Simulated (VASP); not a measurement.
# Cu: single point with PBEsol

The system is Cu.

```xyz
4
Lattice="2.4791 0.0000 0.0000 -1.2396 2.1470 0.0000 0.0000 0.0000 8.0932" Properties=species:S:1:pos:R:3 pbc="T T T"
Cu    1.2396    0.7157    6.0699
Cu    0.0000    0.0000    4.0466
Cu    0.0000    1.4313    2.0233
Cu    0.0000    0.0000    0.0000
```

This isn't the form of Cu at room conditions, which is fcc.

```
Program                : VASP 6.6.1
Task                   : single point
Functional             : PBEsol
Potentials or basis    : VASP PAW PBE potentials, release 64 (Cu)
Cutoff                 : 520 eV
k mesh                 : 12 × 12 × 4
Occupations            : fermi-dirac, width 0.05 eV
Spin                   : no spin polarisation
Dipole correction      : no
Further INCAR settings : ALGO = Normal; EDIFF = 1e-06; NBANDS = 30
```

| Quantity | Value |
| --- | --- |
| Pressure | 10.5 GPa |
| Band gap on the k mesh | zero (bands 22 and 23 overlap by 5.41 eV) |

Stress tensor (GPa, compression positive):
```
10.65  0.00  0.00
 0.00 10.65  0.00
 0.00  0.00 10.08
```

Levels at points of the mesh, in eV from the Fermi level:
| k point | band 19 | band 20 | band 21 | band 22 | band 23 | band 24 | band 25 | band 26 |
| --- | --- | --- | --- | --- | --- | --- | --- | --- |
| (0.00, 0.00, 0.00) | -2.19 | -2.01 | -2.01 | -1.68 | -1.68 | -1.23 | 4.31 | 13.31 |
| (0.50, 0.00, 0.00) | -1.52 | -1.50 | -0.75 | 0.32 | 1.11 | 1.71 | 5.13 | 5.15 |
| (0.00, 0.00, 0.50) | -2.33 | -2.33 | -1.81 | -1.81 | -1.81 | -1.81 | 7.51 | 7.51 |
| (0.50, 0.00, 0.50) | -1.53 | -1.53 | 0.06 | 0.06 | 1.48 | 1.48 | 5.60 | 5.60 |

It took 90 s on 1 thread of Intel Xeon 8259CL, with other jobs on the host, peak memory 0.18 GiB.

Caveat: the cell stands under pressure; the PAW data sets were made with another functional, which shifts forces and pressure a little.
